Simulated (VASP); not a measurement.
Input of a VASP 6.6.1 run:

INCAR

```
SYSTEM = KZrF4
PREC = Accurate
ENCUT = 520
EDIFF = 1E-6
ISMEAR = 0
SIGMA = 0.1
LREAL = .False.
LASPH = .True.
NELM = 80
ALGO = Normal
ISIF = 2
LWAVE = .False.
LCHARG = .False.
GGA = PE
NBANDS = 34
```

KPOINTS

```
Automatic mesh
0
Gamma
  4 4 6
  0 0 0
```

Contents of POSCAR:

```
KZrF4
1.0
    3.9595975513     -3.9975538196      0.0000000000
    3.9595975513      3.9975538196      0.0000000000
    0.0000000000      0.0000000000      3.6748755152
K Zr F
1 1 4
Direct
    0.5000000000      0.5000000000      0.5000000000
    0.0000000000      0.0000000000      0.0000000000
    0.7452161711      0.7452161711      0.0000000000
    0.2547838289      0.2547838289      0.0000000000
    0.1523095863      0.8476904137      0.5000000000
    0.8476904137      0.1523095863      0.5000000000
```

Potentials or basis: VASP PAW PBE potentials, release 64 (K_sv, Zr_sv, F).

Run with:

```console
$ cat potpaw_PBE.64/K_sv/POTCAR potpaw_PBE.64/Zr_sv/POTCAR potpaw_PBE.64/F/POTCAR > POTCAR
$ mpirun -np 1 vasp_std > vasp.out
```

(1) What does it give for the pressure?

(2) Predict the largest force.

(3) Predict the band gap on the k mesh.

Answers

(1) -0.2 GPa.

(2) 0.067 eV/Å.

(3) zero (an odd number of electrons rules out a gap without spin polarisation).

Caveat: an odd number of electrons without spin polarisation forces a metal; a magnetic or distorted state may lie lower.
